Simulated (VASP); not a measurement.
## Pt: single point with LDA

Crystal: Pt.

```
CELL_PARAMETERS angstrom
0.00000 1.94857 1.94857
1.94857 0.00000 1.94857
1.94857 1.94857 0.00000
ATOMIC_POSITIONS crystal
Pt 0.00000 0.00000 0.00000
```

```
Program             : VASP 6.6.1
Task                : single point
Functional          : LDA
Potentials or basis : VASP PAW LDA potentials, release 64 (Pt)
Cutoff              : 520 eV
k mesh              : 18 × 18 × 18
Occupations         : fermi-dirac, width 0.15 eV
Spin                : no spin polarisation
```

The pressure is 0.8 GPa. The band gap on the k mesh is zero (bands 5 and 6 overlap by 2.31 eV).

Levels at points of the mesh, in eV from the Fermi level:
```
           k point  band 3  band 4  band 5  band 6  band 7  band 8
(0.00, 0.00, 0.00)   -3.96   -3.96   -1.70   -1.70   14.55   19.57
(0.50, 0.00, 0.00)   -4.01   -0.58    0.03    0.03    5.96   14.12
(0.50, 0.50, 0.00)    0.01    0.49    0.49    1.71    9.05   11.38
```

It took 52 s on 1 thread of Intel Xeon 8259CL (shared host), peak memory 0.14 GiB.

Caveat: spin-orbit coupling is left out, which moves the levels of the heavy elements.
